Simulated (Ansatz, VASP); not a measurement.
**One calculation of CdSe, two programs**

The input POSCAR:

```
CdSe
1.0
    0.0000000000      2.8429457880      2.8429457880
    2.8429457880      0.0000000000      2.8429457880
    2.8429457880      2.8429457880      0.0000000000
Cd Se
1 1
Direct
    0.0000000000      0.0000000000      0.0000000000
    0.5000000000      0.5000000000      0.5000000000
```

INCAR.step1

```
SYSTEM = CdSe
PREC = Accurate
ENCUT = 520
EDIFF = 1E-5
ISMEAR = -1
SIGMA = 0.02
LREAL = .False.
LASPH = .True.
NELM = 60
ALGO = Normal
ISIF = 2
LWAVE = .True.
LCHARG = .False.
NBANDS = 16
GGA = PE
```

Contents of INCAR.step2:

```
SYSTEM = CdSe
PREC = Accurate
ENCUT = 520
EDIFF = 1E-6
ISMEAR = -1
SIGMA = 0.02
LREAL = .False.
LASPH = .True.
NELM = 60
ALGO = Normal
ISIF = 2
LWAVE = .False.
LCHARG = .False.
GGA = PE
LHFCALC = .True.
HFSCREEN = 0.2079
PRECFOCK = Normal
NBANDS = 16
ISTART = 1
```

KPOINTS

```
Automatic mesh
0
Gamma
  6 6 6
  0 0 0
```

Input for Ansatz:

```yaml
crystal:
  lattice:
    - [0.0, 2.842945788, 2.842945788]
    - [2.842945788, 0.0, 2.842945788]
    - [2.842945788, 2.842945788, 0.0]
  atoms:
    - { symbol: Cd, position: [0.0, 0.0, 0.0] }
    - { symbol: Se, position: [0.5, 0.5, 0.5] }
kpoints:
  mp_grid: { grid: [6, 6, 6] }
  band_path:
    path:
      - [0.0, 0.0, 0.0]
      - [0.5, 0.0, 0.5]
      - [0.625, 0.25, 0.625]
      - [0.375, 0.375, 0.75]
      - [0.5, 0.5, 0.5]
      - [0.5, 0.25, 0.75]
      - [0.1875, 0.1875, 0.375]
    npoints: 1
hamiltonian:
  xc: hse06
scf:
  occupations: { method: fermi_dirac, width: 0.02 }
  n_extra_bands: 4
output:
  forces: true
  stress: true
  eigenvalues: true
  write_density: true
  write_potential: true
  elf: true
  volumetric_format: npy
```

Alike in both runs: task single point; functional HSE06; k mesh 6 × 6 × 6; occupations fermi-dirac, width 0.02 eV; no spin polarisation.

|  | VASP | Ansatz |
| --- | --- | --- |
| version | VASP 6.6.1 | Ansatz 0.2.0 |
| potentials or method | VASP PAW PBE potentials, release 64 (Cd, Se) | plane waves, PAW |
| plane-wave cutoff (eV) | 520 | 420 |
| valence electrons in the cell | 18 | 36 |

```tsv
	VASP	Ansatz	Ansatz less VASP
pressure (GPa)	0.3	0.1	-0.24
```

VASP's potentials hold 18 valence electrons a cell and Ansatz's 36, so a difference there can come from the potentials and not from the codes. Ansatz's warnings: stress exchange threshold loose, stress scf threshold loose.
